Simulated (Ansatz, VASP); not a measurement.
ZnS in VASP and in Ansatz

```
Zn S
1.0
     0.00000    2.67777    2.67777
     2.67777    0.00000    2.67777
     2.67777    2.67777    0.00000
Zn S
1 1
Cartesian
  1.3389 1.3389 1.3389
  0.0000 0.0000 0.0000
```

Alike in both runs: task single point; functional HSE06; k mesh 6 × 6 × 6; no spin polarisation.

|  | VASP | Ansatz |
| --- | --- | --- |
| version | VASP 6.6.1 | Ansatz 0.2.0 |
| potentials or method | VASP PAW PBE potentials, release 64 (Zn, S), cutoff 520 eV | scalar-relativistic, plane waves, PAW |
| occupations | gaussian, width 0.01 eV | fixed |
| valence electrons in the cell | 18 | 18 |

|  | VASP | Ansatz | Ansatz less VASP |
| --- | --- | --- | --- |
| gap on the k mesh at the Fermi level (eV) | 3.46 | 3.46 | +0.010 |
| least direct gap on the mesh (eV) | 3.46 | 3.46 | +0.010 |
